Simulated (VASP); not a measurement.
# Nb (I4/mmm) in VASP: notebook

Nb is run at these levels: PBEsol; tasks: single point.

Program: VASP 6.6.1. These are calculated values, not measurements. Logs are shortened: lines on timing, memory, paths and dates and some standing lists are left out, and cuts for length are marked.

## (1) The cell of the first run

It takes space group I4/mmm (No. 139, tetragonal). Conventional cell: a = 2.991 Å, b = 2.991 Å, c = 3.913 Å, α = 90.00°, β = 90.00°, γ = 90.00°. Within 4.0 Å of Nb (site symmetry 4/mmm) lie 14 Nb at 2.88 to 3.91 Å.

## (2) Single point, PBEsol (strain -0.0750 x Voigt [1, 0, 0, 0, 0, 0])

INCAR reads:

```
  PREC = Accurate
  ENCUT = 500
  EDIFF = 1E-6
  ISMEAR = 0
  SIGMA = 0.15
  LREAL = False
  LASPH = True
  NELM = 120
  ALGO = Normal
  ISIF = 2
  LWAVE = False
  LCHARG = True
  GGA = PS
  LELF = True
  LVHAR = True
  NBANDS = 12
  GGA_COMPAT = False
```

KPOINTS reads:

```
Automatic mesh
0
Gamma
  20 20 20
```

POSCAR reads:

```
Nb
1.0
    0.0000000000      2.1150000000      2.1150000000
    1.9563750000      0.0000000000      2.1150000000
    1.9563750000      2.1150000000      0.0000000000
Nb
1
Direct
    0.0000000000      0.0000000000      0.0000000000
```

Potentials or basis: VASP PAW PBE potentials, release 64 (Nb_sv).

Launch:

```
cat potpaw_PBE.64/Nb_sv/POTCAR > POTCAR
mpirun -np 1 vasp_std > vasp.out
```

OUTCAR:

```text
PREC = Accurate
   ENCUT = 500
   EDIFF = 1E-6
   ISMEAR = 0
   LREAL = False
   LASPH = True
   NELM = 120
   ISIF = 2
   GGA = PS

 ion  position               nearest neighbor table
   1  0.000  0.000  0.000-

  LATTYP: Found a body centered tetragonal cell.
 ALAT       =     2.9910616844
 C/A-ratio  =     1.3081475452

  Lattice vectors:

 A1 = (  -1.9563750000,   0.0000000000,  -2.1150000000)
 A2 = (  -1.9563750000,   0.0000000000,   2.1150000000)
 A3 = (   1.9563750000,   2.1150000000,   0.0000000000)

Analysis of symmetry for initial positions (statically):
=====================================================================
 Subroutine PRICEL returns:
 Original cell was already a primitive cell.

 Routine SETGRP: Setting up the symmetry group for a
 body centered tetragonal supercell.

 Subroutine GETGRP returns: Found 16 space group operations
 (whereof 16 operations were pure point group operations)
 out of a pool of 16 trial point group operations.

The static configuration has the point symmetry D_4h.

Analysis of symmetry for dynamics (positions and initial velocities):
=====================================================================
 Subroutine PRICEL returns:
 Original cell was already a primitive cell.

 Routine SETGRP: Setting up the symmetry group for a
 body centered tetragonal supercell.

 Subroutine GETGRP returns: Found 16 space group operations
 (whereof 16 operations were pure point group operations)
 out of a pool of 16 trial point group operations.

The dynamic configuration has the point symmetry D_4h.

 Subroutine INISYM returns: Found 16 space group operations
 (whereof 16 operations are pure point group operations),
 and found     1 'primitive' translations

----------------------------------------------------------------------------------------

                                     Primitive cell

  volume of cell :      17.5026

  direct lattice vectors                    reciprocal lattice vectors
     0.000000000  2.115000000  2.115000000    -0.255574724  0.236406619  0.236406619
     1.956375000  0.000000000  2.115000000     0.255574724 -0.236406619  0.236406619
     1.956375000  2.115000000  0.000000000     0.255574724  0.236406619 -0.236406619

  length of vectors
     2.991061684  2.881081072  2.881081072     0.420826115  0.420826115  0.420826115

  position of ions in fractional coordinates (direct lattice)
     0.000000000  0.000000000  0.000000000

  ion indices of the primitive-cell ions
   primitive index   ion index
                 1           1

----------------------------------------------------------------------------------------

 KPOINTS: Automatic mesh

Automatic generation of k-mesh.
 Grid dimensions read from file:
 generate k-points for:   20   20   20

 Generating k-lattice:

  Cartesian coordinates                     Fractional coordinates (reciprocal lattice)
    -0.012778736  0.011820331  0.011820331     0.050000000 -0.000000000 -0.000000000
     0.012778736 -0.011820331  0.011820331     0.000000000  0.050000000  0.000000000
     0.012778736  0.011820331 -0.011820331     0.000000000  0.000000000  0.050000000

  Length of vectors
     0.021041306  0.021041306  0.021041306

  Shift w.r.t. Gamma in fractional coordinates (k-lattice)
     0.000000000  0.000000000  0.000000000

 Subroutine IBZKPT returns following result:
 ===========================================

 Found    641 irreducible k-points:

 Following reciprocal coordinates:
            Coordinates               Weight
  0.000000  0.000000  0.000000      1.000000
  0.050000  0.000000  0.000000      8.000000
  0.100000  0.000000  0.000000      8.000000
  0.150000  0.000000  0.000000      8.000000
  0.200000  0.000000  0.000000      8.000000
  0.250000  0.000000  0.000000      8.000000
[... 16 lines left out ...]
 -0.400000  0.050000  0.000000     16.000000
 -0.350000  0.050000  0.000000     16.000000
 [... further k-points ...]
   k-points           NKPTS =    641   k-points in BZ     NKDIM =    641   number of bands    NBANDS=     12
   number of dos      NEDOS =    301   number of ions     NIONS =      1
   total plane-waves  NPLWV =  13824
   dimension x,y,z NGX =    24 NGY =   24 NGZ =   24
   dimension x,y,z NGXF=    48 NGYF=   48 NGZF=   48
   ions per type =               1
   NGX,Y,Z   is equivalent  to a cutoff of  13.34, 13.85, 13.85 a.u.
   NGXF,Y,Z  is equivalent  to a cutoff of  26.68, 27.70, 27.70 a.u.
 SYSTEM =  unknown system
   PREC   = accura    normal or accurate (medium, high low for compatibility)
   ISTART =      0    job   : 0-new  1-cont  2-samecut
   ICHARG =      2    charge: 1-file 2-atom 10-const
   ISPIN  =      1    spin polarized calculation?
   LNONCOLLINEAR =      F non collinear calculations
   LSORBIT =      F    spin-orbit coupling
   LASPH  =      T    aspherical Exc in radial PAW
   ENCUT  =  500.0 eV  36.75 Ry    6.06 a.u.   5.45  5.25  5.25*2*pi/ulx,y,z
[... 19 lines left out ...]
   IMIX   =      4    mixing-type and parameters
     AMIX     =   0.40;   BMIX     =  1.00
     AMIX_MAG =   1.60;   BMIX_MAG =  1.00
  volume/ion in A,a.u.               =      17.50       118.11
  Fermi-wavevector in a.u.,A,eV,Ry     =   1.482592  2.801693 29.906683  2.198079
  Thomas-Fermi vector in A             =   2.596359
   LORBIT       =      0    0 simple, 1 ext, 2 COOP (PROOUT), +10 PAW based schemes
   GGA     = PS    functional components
   LHFCALC =     F    Hartree Fock is set to
   AEXX    =    0.0000 exact exchange contribution
   IVDW    =     0    specifies the selected vdW correction
   LEPSILON=     F    determine dielectric tensor
   LRPA    =     F    only Hartree local field effects (RPA)
 non-spin polarized calculation
 Gauss-broadening in eV      SIGMA  =   0.15
  energy-cutoff  :      500.00
  volume of cell :       17.50
 maximum number of plane-waves:       459
 NGX is ok and might be reduce to    24
   NGX = 11   NGY = 11   NGZ = 11

 number of electron      13.0000000 magnetization

 Free energy of the ion-electron system (eV)
  ---------------------------------------------------
  ext. energy  EPLUGINS =         0.00000000
  ---------------------------------------------------
  free energy    TOTEN  =       -10.66806414 eV

  energy without entropy =      -10.65298348  energy(sigma->0) =      -10.66052381

 E-fermi :  11.7736     XC(G=0): -12.7792

 val. band max:       11.7712934062   @ k =  -0.4000   0.2500   0.1500
 cond. band min:      11.7779152672   @ k =  -0.2500   0.0500   0.0500
 fundamental gap:      0.0066218610
 Fermi energy:        11.7735932718

 k-point     1 :       0.0000    0.0000    0.0000
  band No.  band energies     occupation
      1     -42.7875      2.00000
      2     -18.0468      2.00000
      3     -18.0468      2.00000
      4     -18.0460      2.00000
      5       5.4208      2.00000
      6      11.6229      1.84465
      7      11.6229      1.84465
      8      12.5444      0.00000
      9      14.0699      0.00000
     10      15.2861      0.00000
     11      23.8230      0.00000
     12      27.9624      0.00000

 k-point     2 :       0.0500    0.0000    0.0000
  band No.  band energies     occupation
      1     -42.7813      2.00000
      2     -18.0863      2.00000
      3     -18.0536      2.00000
      4     -18.0492      2.00000
      5       5.5233      2.00000
      6      11.5959      1.90614
      7      11.6687      1.67743
      8      12.5341      0.00000
      9      14.0402      0.00000
     10      15.2281      0.00000
     11      24.0327      0.00000
     12      27.8382      0.00000

 k-point     3 :       0.1000    0.0000    0.0000
  band No.  band energies     occupation
      1     -42.7631      2.00000
      2     -18.2008      2.00000
      3     -18.0731      2.00000
      4     -18.0574      2.00000
      5       5.8189      2.00000
      6      11.4866      1.99319
      7      11.7844      0.91913
      8      12.5518      0.00000
      9      13.9825      0.00000
     10      15.0794      0.00000
     11      24.6063      0.00000
     12      27.3417      0.00000
[... 286 lines left out ...]
 k-point    23 :      -0.4000    0.0500    0.0000
  band No.  band energies     occupation
      1     -42.5402      2.00000
      2     -19.4503      2.00000
      3     -18.3229      2.00000
      4     -18.1587      2.00000
      5       7.8280      2.00000
      6      11.2004      2.00000
      7      12.3734      0.00000
      8      12.7407      0.00000
      9      16.1485      0.00000
     10      17.1401      0.00000
     11      23.0691      0.00000
     12      24.9273      0.00000

 k-point    24 :      -0.3500    0.0500    0.0000
  band No.  band energies     occupation
      1     -42.5658      2.00000
      2     -19.3165      2.00000
      3     -18.2998      2.00000
      4     -18.1434      2.00000
      5       7.8534      2.00000
      6      11.3487      1.99994
      7      12.0594      0.00705
      8      12.5190      0.00000
      9      15.6323      0.00000
     10      16.6016      0.00000
     11      23.2719      0.00000
     12      26.1694      0.00000

 [... further k-points ...]

------------------------ aborting loop because EDIFF is reached ----------------------------------------

  FORCE on cell =-STRESS in cart. coord.  units (eV):
  Direction    XX          YY          ZZ          XY          YZ          ZX
  --------------------------------------------------------------------------------------
  -------------------------------------------------------------------------------------
  Total       -0.9216959      1.2835177      1.2835177      0.0000000      0.0000000     -0.0000000
  in kB      -84.3714252    117.4923522    117.4923522      0.0000000      0.0000000     -0.0000000
  external PRESSURE =      50.2044264 kB  Pullay stress =       0.0000000 kB

 VOLUME and BASIS-vectors are now :
 -----------------------------------------------------------------------------
  energy-cutoff  :      500.00
  volume of cell :       17.50
      direct lattice vectors                 reciprocal lattice vectors
     0.000000000  2.115000000  2.115000000    -0.255574724  0.236406619  0.236406619
     1.956375000  0.000000000  2.115000000     0.255574724 -0.236406619  0.236406619
     1.956375000  2.115000000  0.000000000     0.255574724  0.236406619 -0.236406619

 POSITION                                       TOTAL-FORCE (eV/Angst)
 -----------------------------------------------------------------------------------
      0.00000      0.00000      0.00000        -0.000000     -0.000000      0.000000
 -----------------------------------------------------------------------------------
    total drift:                               -0.000000      0.000000     -0.000000

  FREE ENERGIE OF THE ION-ELECTRON SYSTEM (eV)
  ---------------------------------------------------
  free  energy   TOTEN  =       -10.6680641408 eV

  energy  without entropy=      -10.6529834753  energy(sigma->0) =      -10.66052381
```

Wall time 1.9 min (1 thread of Intel Xeon 8259CL, shared host); peak memory 0.24 GiB.

Results:

- Free energy: -10.6681 eV
- Pressure: 5.0 GPa
- Band gap on the k mesh: zero (an odd number of electrons rules out a gap without spin polarisation)

Levels at points of the mesh, in eV from the Fermi level:
```csv
k point,band 2,band 3,band 4,band 5,band 6,band 7,band 8,band 9,band 10,band 11
"(0.00, 0.00, 0.00)",-29.82,-29.82,-29.82,-6.35,-0.15,-0.15,0.77,2.30,3.51,12.05
"(0.50, 0.00, 0.00)",-31.32,-30.09,-29.93,-4.07,-0.63,0.48,1.72,4.83,5.48,11.55
"(0.50, 0.50, 0.00)",-31.22,-30.38,-30.19,-4.38,-3.50,3.60,5.04,5.30,6.20,11.58
"(0.00, 0.50, 0.50)",-31.20,-30.47,-30.47,-4.44,-3.76,5.07,5.12,5.81,5.81,11.17
```

Caveat: the cell differs from its parent crystal (strain -0.0750 x Voigt [1, 0, 0, 0, 0, 0]); the cell stands under pressure; the PAW data sets were made with another functional, which shifts forces and pressure a little.

## (3) Single point, PBEsol (strain -0.0500 x Voigt [1, 0, 0, 0, 0, 0])

INCAR reads:

```
SYSTEM = Nb
ALGO = Normal ; EDIFF = 1E-6
ENCUT = 500 ; GGA = PS
GGA_COMPAT = .FALSE. ; ISIF = 2
ISMEAR = 0 ; LASPH = .TRUE.
LCHARG = .FALSE. ; LREAL = .FALSE.
LWAVE = .FALSE. ; NBANDS = 12
NELM = 120 ; PREC = Accurate
SIGMA = 0.15
```

KPOINTS reads:

```
k-points
0
G
  20 20 20
  0 0 0
```

POSCAR reads:

```
Nb
1.0
    0.0000000000      2.1150000000      2.1150000000
    2.0092500000      0.0000000000      2.1150000000
    2.0092500000      2.1150000000      0.0000000000
Nb
1
Direct
    0.0000000000      0.0000000000      0.0000000000
```

Potentials or basis: VASP PAW PBE potentials, release 64 (Nb_sv).

Launch:

```
cat potpaw_PBE.64/Nb_sv/POTCAR > POTCAR
mpirun -np 1 vasp_std > vasp.out
```

Wall time 2.4 min (1 thread of Intel Xeon 8259CL, shared host); peak memory 0.25 GiB.

It converged, with:

```
Free energy            : -10.6427 eV
Pressure               : 0.7 GPa
Band gap on the k mesh : zero (an odd number of electrons rules out a gap without spin polarisation)
```

Stress tensor (GPa, compression positive):
```
-8.89  0.00  0.00
 0.00  5.44  0.00
 0.00  0.00  5.44
```

Levels at points of the mesh, in eV from the Fermi level:
```
           k point  band 3  band 4  band 5  band 6  band 7  band 8  band 9  band 10
(0.00, 0.00, 0.00)  -29.94  -29.94   -6.33   -0.09   -0.09    0.52    2.42     3.22
(0.50, 0.00, 0.00)  -30.17  -30.07   -4.00   -0.45    0.25    1.56    4.76     5.16
(0.50, 0.50, 0.00)  -30.46  -30.33   -4.28   -3.46    3.55    4.90    5.26     5.84
(0.00, 0.50, 0.50)  -30.50  -30.50   -4.31   -3.60    4.50    4.92    5.58     5.58
```

Caveat: the cell differs from its parent crystal (strain -0.0500 x Voigt [1, 0, 0, 0, 0, 0]); the PAW data sets were made with another functional, which shifts forces and pressure a little.

## (4) Single point, PBEsol (strain +0.0875 x Voigt [1, 0, 0, 0, 0, 0])

INCAR reads:

```
PREC = Accurate ; ENCUT = 500
EDIFF = 1E-6 ; ISMEAR = 0
SIGMA = 0.15 ; LREAL = False
LASPH = True ; NELM = 120
ALGO = Normal ; ISIF = 2
LWAVE = False ; LCHARG = False
GGA = PS ; NBANDS = 12
GGA_COMPAT = False
```

KPOINTS reads:

```
regular mesh
0
Gamma
  20 20 20
```

POSCAR reads:

```
Nb
1.0
    0.0000000000      2.1150000000      2.1150000000
    2.3000625000      0.0000000000      2.1150000000
    2.3000625000      2.1150000000      0.0000000000
Nb
1
Direct
    0.0000000000      0.0000000000      0.0000000000
```

Launch:

```
cat potpaw_PBE.64/Nb_sv/POTCAR > POTCAR
mpirun -np 1 vasp_std > vasp.out
```

Run time: 2.2 min. Hardware: 1 thread of Intel Xeon 8259CL, shared host; peak memory 0.26 GiB.

The run converged. Its results:

```
Free energy            : -10.5113 eV
Pressure               : -18.5 GPa
Band gap on the k mesh : zero (an odd number of electrons rules out a gap without spin polarisation)
```

Stress tensor (GPa, compression positive):
```
-11.35   0.00   0.00
  0.00 -22.14   0.00
  0.00   0.00 -22.14
```

Levels at points of the mesh, in eV from the Fermi level:
```
           k point  band 3  band 4  band 5  band 6  band 7  band 8  band 9  band 10
(0.00, 0.00, 0.00)  -30.31  -30.31   -5.96   -0.38    0.54    0.54    1.81     3.04
(0.50, 0.00, 0.00)  -30.50  -30.37   -3.47   -0.40    0.51    1.14    3.98     4.41
(0.50, 0.50, 0.00)  -30.76  -30.61   -3.55   -2.85    3.61    4.05    4.21     5.16
(0.00, 0.50, 0.50)  -30.55  -30.55   -3.55   -2.77    2.25    4.26    4.64     4.64
```

Caveat: the cell differs from its parent crystal (strain +0.0875 x Voigt [1, 0, 0, 0, 0, 0]); the cell stands under tension; the PAW data sets were made with another functional, which shifts forces and pressure a little.

## (5) Single point, PBEsol (strain +0.1000 x Voigt [1, 0, 0, 0, 0, 0])

INCAR reads:

```
PREC = Accurate
ENCUT = 500
EDIFF = 1E-6
ISMEAR = 0
SIGMA = 0.15
LREAL = False
LASPH = True
NELM = 120
ALGO = Normal
ISIF = 2
LWAVE = False
LCHARG = True
GGA = PS
LELF = True
LVHAR = True
NBANDS = 12
GGA_COMPAT = False
```

KPOINTS is that of step 4.

POSCAR reads:

```
Nb
1.0
    0.0000000000      2.1150000000      2.1150000000
    2.3265000000      0.0000000000      2.1150000000
    2.3265000000      2.1150000000      0.0000000000
Nb
1
Direct
    0.0000000000      0.0000000000      0.0000000000
```

Launch:

```
cat potpaw_PBE.64/Nb_sv/POTCAR > POTCAR
mpirun -np 1 vasp_std > vasp.out
```

Wall time 2.4 min (1 thread of Intel Xeon 8259CL, shared host); peak memory 0.26 GiB.

The run converged. Its results:

```
Free energy            : -10.4938 eV
Pressure               : -19.8 GPa
Band gap on the k mesh : zero (an odd number of electrons rules out a gap without spin polarisation)
```

Stress tensor (GPa, compression positive):
```
-12.59   0.00   0.00
  0.00 -23.44   0.00
  0.00   0.00 -23.44
```

Levels at points of the mesh, in eV from the Fermi level:
| k point | band 4 | band 5 | band 6 | band 7 | band 8 | band 9 |
| --- | --- | --- | --- | --- | --- | --- |
| (0.00, 0.00, 0.00) | -30.32 | -5.92 | -0.43 | 0.60 | 0.60 | 1.69 |
| (0.50, 0.00, 0.00) | -30.38 | -3.42 | -0.43 | 0.59 | 1.12 | 3.91 |
| (0.50, 0.50, 0.00) | -30.62 | -3.48 | -2.78 | 3.62 | 3.97 | 4.08 |
| (0.00, 0.50, 0.50) | -30.55 | -3.50 | -2.71 | 2.10 | 4.23 | 4.57 |

Caveat: the cell differs from its parent crystal (strain +0.1000 x Voigt [1, 0, 0, 0, 0, 0]); the cell stands under tension; the PAW data sets were made with another functional, which shifts forces and pressure a little.

## (6) Single point, PBEsol (strain -0.1000 x Voigt [1, 0, 0, 0, 0, 0])

INCAR reads:

```
ALGO = Normal
EDIFF = 1E-6
ENCUT = 500
GGA = PS
GGA_COMPAT = False
ISIF = 2
ISMEAR = 0
LASPH = True
LCHARG = False
LREAL = False
LWAVE = False
NBANDS = 12
NELM = 120
PREC = Accurate
SIGMA = 0.15
```

KPOINTS reads:

```
k-points
0
Gamma
  20 20 20
```

POSCAR reads:

```
Nb
1.0
    0.0000000000      2.1150000000      2.1150000000
    1.9035000000      0.0000000000      2.1150000000
    1.9035000000      2.1150000000      0.0000000000
Nb
1
Direct
    0.0000000000      0.0000000000      0.0000000000
```

Potentials or basis: VASP PAW PBE potentials, release 64 (Nb_sv).

Launch:

```
cat potpaw_PBE.64/Nb_sv/POTCAR > POTCAR
mpirun -np 1 vasp_std > vasp.out
```

It took 2.2 min on 1 thread of Intel Xeon 8259CL, shared host; peak memory 0.24 GiB.

Results (log left out):

```
Free energy            : -10.6893 eV
Pressure               : 9.8 GPa
Band gap on the k mesh : zero (an odd number of electrons rules out a gap without spin polarisation)
```

Stress tensor (GPa, compression positive):
```
-6.13  0.00  0.00
 0.00 17.79  0.00
 0.00  0.00 17.79
```

Levels at points of the mesh, in eV from the Fermi level:
| k point | band 4 | band 5 | band 6 | band 7 | band 8 | band 9 |
| --- | --- | --- | --- | --- | --- | --- |
| (0.00, 0.00, 0.00) | -29.68 | -6.35 | -0.19 | -0.19 | 1.06 | 2.16 |
| (0.50, 0.00, 0.00) | -29.78 | -4.14 | -0.81 | 0.77 | 1.91 | 4.91 |
| (0.50, 0.50, 0.00) | -30.03 | -4.47 | -3.52 | 3.67 | 5.17 | 5.36 |
| (0.00, 0.50, 0.50) | -30.43 | -4.57 | -3.92 | 5.35 | 5.71 | 6.04 |

Caveat: the cell differs from its parent crystal (strain -0.1000 x Voigt [1, 0, 0, 0, 0, 0]); the cell stands under pressure; the PAW data sets were made with another functional, which shifts forces and pressure a little.

## (7) Summary

| cell | gap on the mesh (eV) | pressure (GPa) |
| --- | --- | --- |
| a = 2.991, b = 2.881, c = 2.881 Å, angles 62.5, 58.7, 58.7°, 1 atom | none | 5.0 |
| a = 2.991, b = 2.917, c = 2.917 Å, angles 61.7, 59.2, 59.2°, 1 atom | none | 0.7 |
| a = 2.991, b = 3.125, c = 3.125 Å, angles 57.2, 61.4, 61.4°, 1 atom | none | -18.5 |
| a = 2.991, b = 3.144, c = 3.144 Å, angles 56.8, 61.6, 61.6°, 1 atom | none | -19.8 |
| a = 2.991, b = 2.845, c = 2.845 Å, angles 63.4, 58.3, 58.3°, 1 atom | none | 9.8 |

Alike in all rows: task single point; level PBEsol; potentials or basis VASP PAW PBE potentials, release 64 (Nb_sv); no spin polarisation; k mesh 20 × 20 × 20; cutoff (eV) 500; smearing gaussian 0.15 eV.

Caveats: the PAW data sets were made with another functional, which shifts forces and pressure a little; the cell stands under pressure (at least some runs); the cell stands under tension (at least some runs).

Absolute energies hang on the potentials; compare differences alone.
